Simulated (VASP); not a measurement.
# Fe in VASP: further runs, part 2 of 3

VASP 6.6.1. Earlier steps stand in the parts before.

## (3) Single point, PBE, collinear spin, ferromagnetic start (normal strain along x -0.1100, normal strain along z -0.0700)

Contents of INCAR:

```
SYSTEM = Fe
PREC = Accurate ; ENCUT = 520
EDIFF = 1E-6 ; ISMEAR = 0
SIGMA = 0.15 ; LREAL = .False.
LASPH = .True. ; NELM = 150
ALGO = Normal ; ISIF = 2
LWAVE = .False. ; LCHARG = .False.
ISPIN = 2 ; MAGMOM = 2.44
LORBIT = 11 ; LMAXMIX = 4
GGA = PE ; NBANDS = 14
```

Contents of KPOINTS:

```
regular mesh
0
Gamma
  10 10 10
  0 0 0
```

Contents of POSCAR:

```
Fe
1.0
   -1.2600398249      1.4157750842      1.3166708283
    1.2600398249     -1.4157750842      1.3166708283
    1.2600398249      1.4157750842     -1.3166708283
Fe
1
Direct
    0.0000000000      0.0000000000      0.0000000000
```

Potentials or basis: VASP PAW PBE potentials, release 64 (Fe).

Launch:

```bash
> cat potpaw_PBE.64/Fe/POTCAR > POTCAR
> mpirun -np 1 vasp_std > vasp.out
```

OUTCAR:

```text
SYSTEM = Fe
   PREC = Accurate
   ENCUT = 520
   EDIFF = 1E-6
   ISMEAR = 0
   LREAL = .False.
   LASPH = .True.
   NELM = 150
   ISIF = 2
   ISPIN = 2
   LORBIT = 11
   GGA = PE

 ion  position               nearest neighbor table
   1  0.000  0.000  0.000-

  LATTYP: Found a body centered orthorhombic cell.
 ALAT       =     2.5200796498
 B/A-ratio  =     1.0449438203
 C/A-ratio  =     1.1235955057

  Lattice vectors:

 A1 = (  -1.2600398249,  -1.4157750842,   1.3166708283)
 A2 = (   1.2600398249,  -1.4157750842,  -1.3166708283)
 A3 = (   1.2600398249,   1.4157750842,   1.3166708283)

Analysis of symmetry for initial positions (statically):
=====================================================================
 Subroutine PRICEL returns:
 Original cell was already a primitive cell.

 Routine SETGRP: Setting up the symmetry group for a
 body centered orthorhombic supercell.

 Subroutine GETGRP returns: Found  8 space group operations
 (whereof  8 operations were pure point group operations)
 out of a pool of  8 trial point group operations.

The static configuration has the point symmetry D_2h.

Analysis of symmetry for dynamics (positions and initial velocities):
=====================================================================
 Subroutine PRICEL returns:
 Original cell was already a primitive cell.

 Routine SETGRP: Setting up the symmetry group for a
 body centered orthorhombic supercell.

 Subroutine GETGRP returns: Found  8 space group operations
 (whereof  8 operations were pure point group operations)
 out of a pool of  8 trial point group operations.

The dynamic configuration has the point symmetry D_2h.

Analysis of structural, dynamic, and magnetic symmetry:
=====================================================================
 Subroutine PRICEL returns:
 Original cell was already a primitive cell.

 Routine SETGRP: Setting up the symmetry group for a
 body centered orthorhombic supercell.

 Subroutine GETGRP returns: Found  8 space group operations
 (whereof  8 operations were pure point group operations)
 out of a pool of  8 trial point group operations.

The overall configuration has the point symmetry D_2h.

 Subroutine INISYM returns: Found  8 space group operations
 (whereof  8 operations are pure point group operations),
 and found     1 'primitive' translations

----------------------------------------------------------------------------------------

                                     Primitive cell

  volume of cell :       9.3954

  direct lattice vectors                    reciprocal lattice vectors
    -1.260039825  1.415775084  1.316670828     0.000000000  0.353163441  0.379745635
     1.260039825 -1.415775084  1.316670828     0.396812855  0.000000000  0.379745635
     1.260039825  1.415775084 -1.316670828     0.396812855  0.353163441  0.000000000

  length of vectors
     2.307756815  2.307756815  2.307756815     0.518585734  0.549242377  0.531210747

  position of ions in fractional coordinates (direct lattice)
     0.000000000  0.000000000  0.000000000

  ion indices of the primitive-cell ions
   primitive index   ion index
                 1           1

----------------------------------------------------------------------------------------

 KPOINTS: regular mesh

Automatic generation of k-mesh.
 Grid dimensions read from file:
 generate k-points for:   10   10   10

 Generating k-lattice:

  Cartesian coordinates                     Fractional coordinates (reciprocal lattice)
     0.000000000  0.035316344  0.037974564     0.100000000  0.000000000 -0.000000000
[... 68 lines left out ...]
   TEBEG  =    0.0;   TEEND  =   0.0 temperature during run
   PSTRESS=    0.0 pullay stress
   NELECT =       8.0000    total number of electrons
   NUPDOWN=      -1.0000    fix difference up-down
   EMIN   =  10.00;   EMAX   =-10.00  energy-range for DOS
   EFERMI =   0.00;   METHOD = LEGACY
   ISMEAR =     0;   SIGMA  =   0.15  broadening in eV -4-tet -1-fermi 0-gaus
   EFERMI_NEDOS =   21; number of points for ismear=-14 and -15
   IALGO  =     38    algorithm
   IMIX   =      4    mixing-type and parameters
     AMIX     =   0.40;   BMIX     =  1.00
     AMIX_MAG =   1.60;   BMIX_MAG =  1.00
  volume/ion in A,a.u.               =       9.40        63.40
  Fermi-wavevector in a.u.,A,eV,Ry     =   1.551671  2.932233 32.758505  2.407682
  Thomas-Fermi vector in A             =   2.656157
   LORBIT       =     11    0 simple, 1 ext, 2 COOP (PROOUT), +10 PAW based schemes
   GGA     = PE    functional components
   LHFCALC =     F    Hartree Fock is set to
   AEXX    =    0.0000 exact exchange contribution
   IVDW    =     0    specifies the selected vdW correction
   LEPSILON=     F    determine dielectric tensor
   LRPA    =     F    only Hartree local field effects (RPA)
 spin polarized calculation
 Gauss-broadening in eV      SIGMA  =   0.15
  energy-cutoff  :      520.00
  volume of cell :        9.40
 maximum number of plane-waves:       261
 NGX is ok and might be reduce to    18
   NGX =  9   NGY =  9   NGZ =  9

 number of electron       7.9999999 magnetization       1.7651174

 Free energy of the ion-electron system (eV)
  ---------------------------------------------------
  ext. energy  EPLUGINS =         0.00000000
  ---------------------------------------------------
  free energy    TOTEN  =        -7.92361077 eV

  energy without entropy =       -7.91099833  energy(sigma->0) =       -7.91730455

 E-fermi :   8.0818     XC(G=0): -14.2350

 val. band max:        8.0750995336   @ k =  -0.2000   0.3000   0.1000
 cond. band min:       8.0821357803   @ k =  -0.4000  -0.4000   0.3000
 fundamental gap:      0.0070362468
 Fermi energy:         8.0818363051

 spin component 1

 k-point     1 :       0.0000    0.0000    0.0000
  band No.  band energies     occupation
      1      -1.6015      1.00000
      2       5.0266      1.00000
      3       5.3908      1.00000
      4       5.8251      1.00000
      5       6.5583      1.00000
      6       7.2347      1.00000
      7      33.4348      0.00000
      8      34.9719      0.00000
      9      36.3815      0.00000
     10      40.8651      0.00000
     11      42.1061      0.00000
     12      42.9774      0.00000
     13      43.5774      0.00000
     14      44.7307      0.00000
[... 379 lines left out ...]
      3       4.9767      1.00000
      4       6.5904      1.00000
      5       6.9386      1.00000
      6       7.4797      1.00000
      7      26.4569      0.00000
      8      28.9135      0.00000
      9      34.5781      0.00000
     10      36.5428      0.00000
     11      42.0511      0.00000
     12      42.8950      0.00000
     13      46.5557      0.00000
     14      49.4917      0.00000

 [... further k-points ...]

 spin component 2

 k-point     1 :       0.0000    0.0000    0.0000
  band No.  band energies     occupation
      1      -1.3886      1.00000
      2       6.3541      1.00000
      3       6.8228      1.00000
      4       7.4294      1.00000
      5       8.7525      0.00000
      6       9.7712      0.00000
      7      33.2826      0.00000
      8      34.9074      0.00000
      9      36.3221      0.00000
     10      41.3050      0.00000
     11      42.2289      0.00000
     12      43.4999      0.00000
     13      44.6042      0.00000
     14      45.2796      0.00000
[... 379 lines left out ...]
      3       6.3724      1.00000
      4       8.5882      0.00000
      5       8.9055      0.00000
      6       9.5598      0.00000
      7      27.0407      0.00000
      8      29.2937      0.00000
      9      34.9292      0.00000
     10      36.8912      0.00000
     11      42.3101      0.00000
     12      43.3300      0.00000
     13      46.9876      0.00000
     14      50.0188      0.00000

 [... further k-points ...]
[... 5 lines left out ...]
  --------------------------------------------------------------------------------------
  -------------------------------------------------------------------------------------
  Total        3.8177463      2.6800594      3.2598573      0.0000000      0.0000000      0.0000000
  in kB      651.0313568    457.0242724    555.8958452      0.0000000      0.0000000      0.0000000
  external PRESSURE =     554.6504915 kB  Pullay stress =       0.0000000 kB

 VOLUME and BASIS-vectors are now :
 -----------------------------------------------------------------------------
  energy-cutoff  :      520.00
  volume of cell :        9.40
      direct lattice vectors                 reciprocal lattice vectors
    -1.260039825  1.415775084  1.316670828     0.000000000  0.353163441  0.379745635
     1.260039825 -1.415775084  1.316670828     0.396812855  0.000000000  0.379745635
     1.260039825  1.415775084 -1.316670828     0.396812855  0.353163441  0.000000000

 POSITION                                       TOTAL-FORCE (eV/Angst)
 -----------------------------------------------------------------------------------
      0.00000      0.00000      0.00000         0.000000     -0.000000     -0.000000
 -----------------------------------------------------------------------------------
    total drift:                                0.000000      0.000000      0.000000

  FREE ENERGIE OF THE ION-ELECTRON SYSTEM (eV)
  ---------------------------------------------------
  free  energy   TOTEN  =        -7.9236107676 eV

  energy  without entropy=       -7.9109983276  energy(sigma->0) =       -7.91730455

 total charge

# of ion       s       p       d       tot
------------------------------------------
    1        0.582   0.734   6.429   7.745

 magnetization (x)

# of ion       s       p       d       tot
------------------------------------------
    1       -0.009  -0.046   1.787   1.732
```

OSZICAR:

```text
N       E                     dE             d eps       ncg     rms          rms(c)
DAV:   1     0.216029628375E+02    0.21603E+02   -0.38650E+03 10774   0.739E+02
DAV:   2    -0.799457224057E+01   -0.29598E+02   -0.27420E+02 10668   0.132E+02
DAV:   3    -0.881058089824E+01   -0.81601E+00   -0.80671E+00 11700   0.224E+01
DAV:   4    -0.881279437284E+01   -0.22135E-02   -0.22133E-02 11220   0.106E+00
DAV:   5    -0.881280231319E+01   -0.79403E-05   -0.79391E-05 11772   0.637E-02    0.144E+01
DAV:   6    -0.797235518292E+01    0.84045E+00   -0.67060E+00 12906   0.321E+01    0.356E+00
DAV:   7    -0.794100339430E+01    0.31352E-01   -0.12847E-01 11270   0.458E+00    0.248E+00
DAV:   8    -0.792913613430E+01    0.11867E-01   -0.71885E-03 12198   0.562E-01    0.142E+00
DAV:   9    -0.792346434589E+01    0.56718E-02   -0.47060E-03 12868   0.460E-01    0.230E-01
DAV:  10    -0.792357635480E+01   -0.11201E-03   -0.17883E-04 11310   0.147E-01    0.959E-02
DAV:  11    -0.792361306730E+01   -0.36712E-04   -0.17984E-04 12540   0.123E-01    0.230E-02
DAV:  12    -0.792361053834E+01    0.25290E-05   -0.35453E-06 11076   0.212E-02    0.824E-03
DAV:  13    -0.792361076756E+01   -0.22922E-06   -0.35213E-07  5766   0.511E-03
   1 F= -.79236108E+01 E0= -.79173045E+01  d E =-.126124E-01  mag=     1.7648
```

stdout:

```text
POSCAR found type information on POSCAR Fe
 POSCAR found :  1 types and       1 ions
 scaLAPACK will be used
 LDA part: xc-table for (Slater+PW92), standard interpolation
 POSCAR, INCAR and KPOINTS ok, starting setup
 FFT: planning ... GRIDC
 FFT: planning ... GRID_SOFT
 FFT: planning ... GRID
 WAVECAR not read
 entering main loop
```

It took 30 s on 1 thread of Intel Xeon Platinum 8488C (Sapphire Rapids), shared host; peak memory 0.15 GiB.

What came out:

| Item | Value |
| --- | --- |
| Free energy | -7.9236 eV |
| Pressure | 55.5 GPa |
| Net moment | 1.77 μB per cell |
| Site moments | Fe +1.73 μB |
| Valence electrons inside the program's atomic spheres | Fe 7.75 |

Stress tensor (GPa, compression positive):
```
65.10  0.00  0.00
 0.00 45.70  0.00
 0.00  0.00 55.59
```

Caveat: the cell differs from its parent crystal (normal strain along x -0.1100, normal strain along z -0.0700).

## (4) Single point, PBE, collinear spin, ferromagnetic start (normal strain along x +0.0733, normal strain along z +0.0233)

Contents of INCAR:

```
SYSTEM = Fe
ALGO     = Normal         ! electronic algorithm
EDIFF    = 1E-6           ! SCF threshold, eV
ENCUT    = 520            ! plane-wave cutoff, eV
GGA      = PE             ! functional
ISIF     = 2              ! what is computed and relaxed
ISMEAR   = 0              ! smearing method
ISPIN    = 2              ! spin polarisation
LASPH    = .True.         ! aspherical terms in the spheres
LCHARG   = .False.        ! write CHGCAR
LMAXMIX  = 4              ! l up to which the mixer works
LORBIT   = 11             ! projections on sites
LREAL    = .False.        ! projectors in reciprocal space
LWAVE    = .False.        ! write WAVECAR
MAGMOM   = 2.44           ! initial moments
NBANDS   = 14             ! bands
NELM     = 150            ! most SCF steps
PREC     = Accurate       ! precision mode
SIGMA    = 0.15           ! smearing width, eV
```

Contents of KPOINTS:

```
k-points
0
Gamma
  10 10 10
  0 0 0
```

Contents of POSCAR:

```
Fe
1.0
   -1.5195513979      1.4157750842      1.4487626437
    1.5195513979     -1.4157750842      1.4487626437
    1.5195513979      1.4157750842     -1.4487626437
Fe
1
Direct
    0.0000000000      0.0000000000      0.0000000000
```

Launch:

```bash
> cat potpaw_PBE.64/Fe/POTCAR > POTCAR
> mpirun -np 1 vasp_std > vasp.out
```

It took 36 s on 1 thread of Intel Xeon Platinum 8488C (Sapphire Rapids), shared host; peak memory 0.16 GiB.

The run converged. Its results:

- Free energy: -8.1863 eV
- Pressure: -13.2 GPa
- Net moment: 2.37 μB per cell
- Site moments: Fe +2.38 μB
- Valence electrons inside the program's atomic spheres: Fe 7.09

Stress tensor (GPa, compression positive):
```
-15.18   0.00   0.00
  0.00 -11.15   0.00
  0.00   0.00 -13.32
```

Levels at points of the mesh, in eV from the Fermi level:
Spin up:
```csv
k point,band 1,band 2,band 3,band 4,band 5,band 6,band 7,band 8,band 9,band 10
"(0.00, 0.00, 0.00)",-7.89,-2.29,-2.18,-2.01,-1.27,-0.99,23.33,24.17,24.79,28.20
"(0.50, 0.00, 0.00)",-4.48,-3.31,-0.93,-0.79,0.20,0.87,6.95,16.76,17.70,21.36
"(0.00, 0.50, 0.00)",-4.46,-2.91,-1.30,-0.96,0.11,0.34,6.24,18.31,19.76,22.85
"(0.50, 0.50, 0.00)",-4.46,-3.05,-1.25,-0.82,0.13,0.52,6.48,17.79,19.06,22.34
"(0.50, 0.50, 0.50)",-4.40,-4.29,-0.17,-0.05,0.00,7.92,9.60,10.47,13.96,15.30
```
Spin down:
| k point | band 1 | band 2 | band 3 | band 4 | band 5 | band 6 | band 7 |
| --- | --- | --- | --- | --- | --- | --- | --- |
| (0.00, 0.00, 0.00) | -7.76 | -0.25 | -0.08 | 0.22 | 1.51 | 1.96 | 23.00 |
| (0.50, 0.00, 0.00) | -3.05 | -1.49 | 0.95 | 1.88 | 2.08 | 2.61 | 8.39 |
| (0.00, 0.50, 0.00) | -3.13 | -0.94 | 0.38 | 1.36 | 1.96 | 2.58 | 7.70 |
| (0.50, 0.50, 0.00) | -3.10 | -1.13 | 0.57 | 1.49 | 2.05 | 2.58 | 7.94 |
| (0.50, 0.50, 0.50) | -2.48 | -2.36 | 2.32 | 2.34 | 2.35 | 8.16 | 9.86 |

Caveat: the cell differs from its parent crystal (normal strain along x +0.0733, normal strain along z +0.0233).

[end of part 2 of 3]
